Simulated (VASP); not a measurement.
Crystal: BN.

```
CELL_PARAMETERS angstrom
0.00000 1.80290 1.80290
1.80290 0.00000 1.80290
1.80290 1.80290 0.00000
ATOMIC_POSITIONS crystal
B 0.00000 0.00000 0.00000
N 0.25000 0.25000 0.25000
```

Program: VASP 6.6.1. Alike in all runs: task single point; no spin polarisation; cell as given; k mesh 11 × 11 × 11; cutoff (eV) 520; smearing fermi-dirac 0.05 eV.

Problem. Order these runs on this cell by their pressure, lowest first.
A. level LDA; potentials or basis VASP PAW LDA potentials, release 64 (B, N)
B. level r2SCAN; potentials or basis VASP PAW PBE potentials, release 64 (B, N)
C. level PBEsol; potentials or basis VASP PAW PBE potentials, release 64 (B, N)
D. level PBE; potentials or basis VASP PAW PBE potentials, release 64 (B, N)

Solution. A (-7.2 GPa), C (0.6 GPa), B (2.4 GPa), D (6.3 GPa).

Caveats: the PAW data sets were made with another functional, which shifts forces and pressure a little (some runs).
